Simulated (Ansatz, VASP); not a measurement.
**Two plane-wave programs on BN**

Contents of INCAR:

```
PREC = Accurate ; ENCUT = 600
EDIFF = 1E-6 ; ISMEAR = 0
SIGMA = 0.05 ; LREAL = F
LASPH = T ; NELM = 120
ALGO = Normal ; ISIF = 2
LWAVE = F ; LCHARG = F
GGA = PE ; IVDW = 12
NBANDS = 11 ; GGA_COMPAT = F
```

Contents of KPOINTS:

```
regular mesh
0
Gamma
  12 12 12
```

Contents of POSCAR:

```
BN
1.0
    1.2027024292      0.6943805712      3.2955578494
   -1.2027024292      0.6943805712      3.2955578494
    0.0000000000     -1.3887611425      3.2955578494
B N
1 1
Direct
    0.9872539065      0.9872539065      0.9872539065
    0.3423395245      0.3423395245      0.3423395245
```

Input for Ansatz:

```yaml
crystal:
  lattice:
    - [1.2027024292, 0.6943805712, 3.2955578494]
    - [-1.2027024292, 0.6943805712, 3.2955578494]
    - [0.0, -1.3887611425, 3.2955578494]
  atoms:
    - { symbol: B, position: [0.9872539065, 0.9872539065, 0.9872539065] }
    - { symbol: "N", position: [0.3423395245, 0.3423395245, 0.3423395245] }
basis:
  ecutwfc: 520.0
kpoints:
  mp_grid: { grid: [12, 12, 12] }
hamiltonian:
  xc: pbe
  pseudopotentials: { kind: paw, azcp: { folder: soft_1 } }
  dispersion: d3bj
scf:
  occupations: { method: gaussian, width: 0.05 }
output:
  forces: true
  stress: true
  eigenvalues: true
```

Change from the starting cell: mode 4 frozen in at -0.123 Å, equal normal strain along x and y -0.0400.

Alike in both runs: task single point; functional PBE; dispersion D3(BJ); k mesh 12 × 12 × 12; occupations gaussian, width 0.05 eV; no spin polarisation.

```csv
,VASP,Ansatz
version,VASP 6.6.1,Ansatz 0.2.0
potentials or method,"VASP PAW PBE potentials, release 64 (B, N), cutoff 600 eV","scalar-relativistic, plane waves, PAW"
valence electrons in the cell,8,8
```

```csv
,VASP,Ansatz,Ansatz less VASP
gap on the k mesh at the Fermi level (eV),3.88,3.89,+0.006
least direct gap on the mesh (eV),4.81,4.81,0.000
pressure (GPa),30.7,30.5,-0.16
"traceless stress, the component that is largest in VASP (GPa)",-37.23,-36.79,+0.441
rms of the force components (eV/Å),1.492,1.490,-0.0021
```

Atom by atom the forces differ by 0.002 eV/Å (rms over components). Both programs put the cell under a high pressure, so it lies far from rest at this level.
